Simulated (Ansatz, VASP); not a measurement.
Ca in VASP and in Ansatz

```xyz
1
Lattice="0.0000 2.6715 2.6715 2.6715 0.0000 2.6715 2.6715 2.6715 0.0000" Properties=species:S:1:pos:R:3 pbc="T T T"
Ca    0.0000    0.0000    0.0000
```

Alike in both runs: task single point; functional LDA; k mesh 10 × 10 × 10; no spin polarisation.

|  | VASP | Ansatz |
| --- | --- | --- |
| version | VASP 6.6.1 | Ansatz 0.2.0 |
| potentials or method | VASP PAW LDA potentials, release 64 (Ca_sv), cutoff 520 eV | plane waves (420 eV) with PAW, scalar-relativistic |
| occupations | methfessel-paxton of order 1, width 0.1 eV | cold, width 0.1 eV |
| valence electrons in the cell | 10 | 10 |

```tsv
	VASP	Ansatz	Ansatz less VASP
pressure (GPa)	-0.1	0.0	+0.02
```

Ansatz warns that its potentials were made for another functional, while VASP's fit it. LDA's correlation is that of Perdew and Zunger in VASP and of Perdew and Wang (1992) in Ansatz.
